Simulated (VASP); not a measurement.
Write the native input for VASP 6.6.1 that does the following.

```
Task                               : single point
Functional                         : r2SCANh
Potentials or basis                : VASP PAW PBE potentials, release 64 (Zr_sv, B)
Cutoff                             : 520 eV
k mesh                             : 5 × 5 × 5
Occupations                        : gaussian, width 0.02 eV
Spin                               : collinear spin
Starting moments                   : [0.5, 0.0] μB
Dipole correction                  : no
Grid for exact exchange (PRECFOCK) : Normal
Further INCAR settings             : ALGO = Normal; EDIFF = 1e-06; NBANDS = 18
Share of exact exchange            : 0.1
```

Crystal: ZrB.

```
CELL_PARAMETERS angstrom
0.00000 2.32500 2.32500
2.32500 0.00000 2.32500
2.32500 2.32500 0.00000
ATOMIC_POSITIONS crystal
Zr 0.00000 0.00000 0.00000
B 0.50000 0.50000 0.50000
```

One way to write it, as run:

POSCAR

```
ZrB
1.0
    0.0000000000      2.3250000000      2.3250000000
    2.3250000000      0.0000000000      2.3250000000
    2.3250000000      2.3250000000      0.0000000000
Zr B
1 1
Direct
    0.0000000000      0.0000000000      0.0000000000
    0.5000000000      0.5000000000      0.5000000000
```

INCAR.step1

```
  PREC = Accurate
  ENCUT = 520
  EDIFF = 1E-5
  ISMEAR = 0
  SIGMA = 0.02
  LREAL = F
  LASPH = T
  NELM = 150
  ALGO = Normal
  ISIF = 2
  LWAVE = T
  LCHARG = F
  ISPIN = 2
  MAGMOM = 0.5 0
  LORBIT = 11
  LMAXMIX = 4
  NBANDS = 18
  GGA = PE
```

INCAR.step2

```
  PREC = Accurate
  ENCUT = 520
  EDIFF = 1E-6
  ISMEAR = 0
  SIGMA = 0.02
  LREAL = F
  LASPH = T
  NELM = 150
  ALGO = Normal
  ISIF = 2
  LWAVE = F
  LCHARG = F
  ISPIN = 2
  MAGMOM = 0.5 0
  LORBIT = 11
  LMAXMIX = 4
  METAGGA = R2SCAN
  LHFCALC = T
  AEXX = 0.1
  LMIXTAU = T
  PRECFOCK = Normal
  NBANDS = 18
  ISTART = 1
```

KPOINTS

```
regular mesh
0
Gamma
  5 5 5
```

Potentials or basis: VASP PAW PBE potentials, release 64 (Zr_sv, B).

The run is started by

```bash
$ cat potpaw_PBE.64/Zr_sv/POTCAR potpaw_PBE.64/B/POTCAR > POTCAR
$ cp INCAR.step1 INCAR
$ mpirun -np 1 vasp_std > vasp.out
$ cp INCAR.step2 INCAR
$ mpirun -np 1 vasp_std > vasp.out
```

Results of the run:

| Item | Value |
| --- | --- |
| Pressure | 37.0 GPa |
| Net moment | 0.17 μB per cell |
| Site moments | Zr +0.06; B +0.06 μB |
| Valence electrons inside the program's atomic spheres | Zr 10.05; B 1.94 |

Caveat: the k points lie up to 0.47 Å⁻¹ apart; a moment this small can come from the mesh or the smearing; the PAW data sets were made with another functional, which shifts forces and pressure a little.

Wall time 68 min on 1 thread of AMD EPYC 7571, with other jobs on the host, peak memory 0.14 GiB.
